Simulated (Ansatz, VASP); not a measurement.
**KBr in VASP and in Ansatz**

POSCAR

```
KBr
1.0
    0.0000000000      3.3022478341      3.3022478341
    3.3022478341      0.0000000000      3.3022478341
    3.3022478341      3.3022478341      0.0000000000
K Br
1 1
Direct
    0.0000000000      0.0000000000      0.0000000000
    0.5000000000      0.5000000000      0.5000000000
```

INCAR.step1

```
SYSTEM = KBr
ALGO     = Normal         ! electronic algorithm
EDIFF    = 1E-5           ! SCF threshold, eV
ENCUT    = 520            ! plane-wave cutoff, eV
GGA      = PE             ! functional
ISIF     = 2              ! what is computed and relaxed
ISMEAR   = 0              ! smearing method
LASPH    = .True.         ! aspherical terms in the spheres
LCHARG   = .False.        ! write CHGCAR
LREAL    = .False.        ! projectors in reciprocal space
LWAVE    = .True.         ! write WAVECAR
NBANDS   = 15             ! bands
NELM     = 60             ! most SCF steps
PREC     = Accurate       ! precision mode
SIGMA    = 0.01           ! smearing width, eV
```

INCAR.step2

```
SYSTEM = KBr
AEXX     = 0.05           ! exact-exchange fraction
ALGO     = Normal         ! electronic algorithm
EDIFF    = 1E-7           ! SCF threshold, eV
ENCUT    = 520            ! plane-wave cutoff, eV
GGA      = PE             ! functional
HFSCREEN = 0.5            ! screening, 1/A
ISIF     = 2              ! what is computed and relaxed
ISMEAR   = 0              ! smearing method
ISTART   = 1            
LASPH    = .True.         ! aspherical terms in the spheres
LCHARG   = .False.        ! write CHGCAR
LHFCALC  = .True.         ! exact exchange
LREAL    = .False.        ! projectors in reciprocal space
LWAVE    = .False.        ! write WAVECAR
NBANDS   = 15             ! bands
NELM     = 60             ! most SCF steps
PREC     = Accurate       ! precision mode
PRECFOCK = Normal       
SIGMA    = 0.01           ! smearing width, eV
```

File KPOINTS:

```
k-points
0
Gamma
  4 4 4
  0 0 0
```

Input for Ansatz:

```yaml
crystal:
  lattice:
    - [0.0, 3.3022478341, 3.3022478341]
    - [3.3022478341, 0.0, 3.3022478341]
    - [3.3022478341, 3.3022478341, 0.0]
  atoms:
    - { symbol: K, position: [0.0, 0.0, 0.0] }
    - { symbol: Br, position: [0.5, 0.5, 0.5] }
kpoints:
  mp_grid: { grid: [4, 4, 4] }
hamiltonian:
  xc: { exchange: pbe, correlation: pbe, exx: { coeff: 0.05, omega: 0.5 } }
scf:
  occupations: { method: fixed }
  n_extra_bands: 4
output:
  forces: true
  stress: true
  eigenvalues: true
```

Alike in both runs: task single point; functional PBE-based screened hybrid; k mesh 4 × 4 × 4; no spin polarisation.

|  | VASP | Ansatz |
| --- | --- | --- |
| version | VASP 6.6.1 | Ansatz 0.2.0 |
| potentials or method | VASP PAW PBE potentials, release 64 (K_sv, Br) | plane waves |
| plane-wave cutoff (eV) | 520 | 420 |
| occupations | gaussian, width 0.01 eV | fixed |
| valence electrons in the cell | 16 | 16 |

Ansatz gave:

```
gap on the k mesh at the Fermi level (eV) : 4.55
pressure (GPa)                            : 0.6
```

Problem. What did VASP give for the same quantities?

Solution. gap on the k mesh at the Fermi level (eV): 4.55; pressure (GPa): 0.7.

VASP's potentials were made for PBE, not for PBE-based screened hybrid. Ansatz's warnings: stress exchange threshold loose, stress scf threshold loose.
